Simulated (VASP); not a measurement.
Input of a VASP 6.6.1 run:

INCAR

```
  PREC = Accurate
  ENCUT = 520
  EDIFF = 1E-7
  ISMEAR = 0
  SIGMA = 0.15
  LREAL = False
  LASPH = True
  NELM = 80
  ALGO = Fast
  ISIF = 2
  LWAVE = False
  LCHARG = True
  GGA = PE
  LELF = True
  LVHAR = True
  NBANDS = 14
```

KPOINTS

```
Automatic mesh
0
Gamma
  20 20 20
```

POSCAR

```
Rh
1.0
   -0.1915052422      1.8384503252      1.9150524221
    1.8384503252     -0.1915052422      1.9150524221
    1.6469450830      1.6469450830      0.0000000000
Rh
1
Direct
    0.0000000000      0.0000000000      0.0000000000
```

Potentials or basis: VASP PAW PBE potentials, release 64 (Rh_pv).

Run with:

```bash
$ cat potpaw_PBE.64/Rh_pv/POTCAR > POTCAR
$ mpirun -np 1 vasp_std > vasp.out
```

Task: Estimate the pressure.

Result: 47.5 GPa.

Stress tensor (GPa, compression positive):
```
60.56 58.60  0.00
58.60 60.56  0.00
 0.00  0.00 21.49
```
